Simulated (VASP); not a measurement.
# CaO (Fm-3m) in VASP: a series of runs, part 2 of 2

VASP 6.6.1.

## Step 3: Single point, LDA

This run uses another cell than the first one, of 12.95 Å³/atom.

INCAR reads:

```
  PREC = Accurate
  ENCUT = 520
  EDIFF = 1E-7
  ISMEAR = 0
  SIGMA = 0.01
  LREAL = False
  LASPH = True
  NELM = 80
  ALGO = Normal
  ISIF = 2
  LWAVE = False
  LCHARG = False
  GGA = CA
  NBANDS = 15
```

KPOINTS reads:

```
Automatic mesh
0
Gamma
  8 8 8
```

POSCAR reads:

```
CaO
1.0
    0.0000000000      2.3482070499      2.3482070499
    2.3482070499      0.0000000000      2.3482070499
    2.3482070499      2.3482070499      0.0000000000
Ca O
1 1
Direct
    0.0000000000      0.0000000000      0.0000000000
    0.5000000000      0.5000000000      0.5000000000
```

Potentials or basis: VASP PAW LDA potentials, release 64 (Ca_sv, O).

Command:

```
$ cat potpaw_LDA.64/Ca_sv/POTCAR potpaw_LDA.64/O/POTCAR > POTCAR
$ mpirun -np 1 vasp_std > vasp.out
```

Run time: 17 s. Hardware: 1 thread of Intel Xeon Platinum 8375C at 2.90GHz (Ice Lake), shared host; peak memory 0.14 GiB.

Results (log left out):

- Free energy: -14.2184 eV
- Pressure: 2.0 GPa
- Band gap on the k mesh: 3.41 eV (least direct gap 3.77 eV)

Levels at points of the mesh, in eV from the valence-band top:
```
           k point  band 6  band 7  band 8  band 9  band 10  band 11
(0.00, 0.00, 0.00)    0.00    0.00    0.00    5.15     6.26     6.26
(0.50, 0.00, 0.00)   -2.88   -1.38   -1.38    7.28     8.68     8.68
(0.50, 0.50, 0.00)   -1.26   -0.36   -0.36    3.41     8.55     9.27
```

A k mesh can miss the band edges.

## Step 4: Single point, LDA

This run uses another cell than the first one, of 12.85 Å³/atom.

INCAR reads:

```
ALGO = Normal ; EDIFF = 1E-6
ENCUT = 520 ; ISIF = 2
ISMEAR = 0 ; LASPH = T
LCHARG = F ; LREAL = F
LWAVE = F ; NBANDS = 15
NELM = 60 ; PREC = Accurate
SIGMA = 0.01
```

KPOINTS reads:

```
k-points
0
Gamma
  8 8 8
```

POSCAR reads:

```
CaO
1.0
    0.0000000000      2.3421675944      2.3421675944
    2.3421675944      0.0000000000      2.3421675944
    2.3421675944      2.3421675944      0.0000000000
Ca O
1 1
Direct
    0.0000000000      0.0000000000      0.0000000000
    0.5000000000      0.5000000000      0.5000000000
```

Potentials or basis: VASP PAW LDA potentials, release 64 (Ca_sv, O).

Command:

```
$ cat potpaw_LDA.64/Ca_sv/POTCAR potpaw_LDA.64/O/POTCAR > POTCAR
$ mpirun -np 1 vasp_std > vasp.out
```

OUTCAR:

```text
EDIFF = 1E-6
   ENCUT = 520
   ISIF = 2
   ISMEAR = 0
   LASPH = T
   LREAL = F
   NELM = 60
   PREC = Accurate

 ion  position               nearest neighbor table
   1  0.000  0.000  0.000-   2 2.34   2 2.34   2 2.34   2 2.34   2 2.34   2 2.34
   2  0.500  0.500  0.500-   1 2.34   1 2.34   1 2.34   1 2.34   1 2.34   1 2.34

  LATTYP: Found a face centered cubic cell.
 ALAT       =     4.6843351888

  Lattice vectors:

 A1 = (   0.0000000000,   2.3421675944,   2.3421675944)
[... 619 lines left out ...]
------------------------ aborting loop because EDIFF is reached ----------------------------------------

  FORCE on cell =-STRESS in cart. coord.  units (eV):
  Direction    XX          YY          ZZ          XY          YZ          ZX
  --------------------------------------------------------------------------------------
  -------------------------------------------------------------------------------------
  Total        0.4903790      0.4903790      0.4903790     -0.0000000      0.0000000      0.0000000
  in kB       30.5744402     30.5744402     30.5744402     -0.0000000      0.0000000      0.0000000
  external PRESSURE =      30.5744402 kB  Pullay stress =       0.0000000 kB

 VOLUME and BASIS-vectors are now :
 -----------------------------------------------------------------------------
  energy-cutoff  :      520.00
  volume of cell :       25.70
      direct lattice vectors                 reciprocal lattice vectors
     0.000000000  2.342167594  2.342167594    -0.213477465  0.213477465  0.213477465
     2.342167594  0.000000000  2.342167594     0.213477465 -0.213477465  0.213477465
     2.342167594  2.342167594  0.000000000     0.213477465  0.213477465 -0.213477465

 POSITION                                       TOTAL-FORCE (eV/Angst)
 -----------------------------------------------------------------------------------
      0.00000      0.00000      0.00000        -0.000000     -0.000000     -0.000000
      2.34217      2.34217      2.34217         0.000000      0.000000      0.000000
 -----------------------------------------------------------------------------------
    total drift:                                0.000000      0.000000      0.000000

  FREE ENERGIE OF THE ION-ELECTRON SYSTEM (eV)
  ---------------------------------------------------
  free  energy   TOTEN  =       -14.2150474798 eV

  energy  without entropy=      -14.2150474798  energy(sigma->0) =      -14.21504748
```

OSZICAR:

```text
N       E                     dE             d eps       ncg     rms          rms(c)
DAV:   1     0.123422695588E+03    0.12342E+03   -0.84301E+03   870   0.111E+03
DAV:   2    -0.108787936991E+02   -0.13430E+03   -0.12529E+03  1073   0.294E+02
DAV:   3    -0.158244182869E+02   -0.49456E+01   -0.49152E+01  1018   0.584E+01
DAV:   4    -0.159383225904E+02   -0.11390E+00   -0.11381E+00  1209   0.801E+00
DAV:   5    -0.159396823453E+02   -0.13598E-02   -0.13597E-02  1005   0.814E-01    0.848E+00
DAV:   6    -0.143553965889E+02    0.15843E+01   -0.46651E+00   955   0.219E+01    0.354E+00
DAV:   7    -0.142502469393E+02    0.10515E+00   -0.38648E-01  1017   0.672E+00    0.178E+00
DAV:   8    -0.142159268174E+02    0.34320E-01   -0.75889E-02  1094   0.283E+00    0.360E-01
DAV:   9    -0.142149394225E+02    0.98739E-03   -0.39159E-03   954   0.511E-01    0.903E-02
DAV:  10    -0.142150590827E+02   -0.11966E-03   -0.24745E-04  1198   0.141E-01    0.257E-02
DAV:  11    -0.142150488373E+02    0.10245E-04   -0.20620E-05  1137   0.530E-02    0.983E-03
DAV:  12    -0.142150475298E+02    0.13075E-05   -0.39332E-06  1038   0.242E-02    0.197E-03
DAV:  13    -0.142150474798E+02    0.50082E-07   -0.30529E-07   582   0.619E-03
   1 F= -.14215047E+02 E0= -.14215047E+02  d E =-.418765-127
```

Wall time 18 s (1 thread of Intel Xeon Platinum 8375C at 2.90GHz (Ice Lake), shared host); peak memory 0.14 GiB.

What came out:

| Item | Value |
| --- | --- |
| Free energy | -14.2150 eV |
| Pressure | 3.1 GPa |
| Band gap on the k mesh | 3.41 eV (least direct gap 3.76 eV) |

Caveat: the cell stands under pressure. A k mesh can miss the band edges.

## Step 5: The runs side by side

```csv
cell,gap on the mesh (eV),pressure (GPa)
"a = 3.255 Å, angles 60.0°, 2 atoms",3.35,11.3
"a = 3.321 Å, angles 60.0°, 2 atoms",3.41,2.0
"a = 3.312 Å, angles 60.0°, 2 atoms",3.41,3.1
```

Alike in all rows: task single point; level LDA; potentials or basis VASP PAW LDA potentials, release 64 (Ca_sv, O); no spin polarisation; k mesh 8 × 8 × 8; cutoff (eV) 520; smearing gaussian 0.01 eV.

Caveats: the cell stands under pressure (at least some runs).

Absolute energies hang on the potentials; compare differences alone.
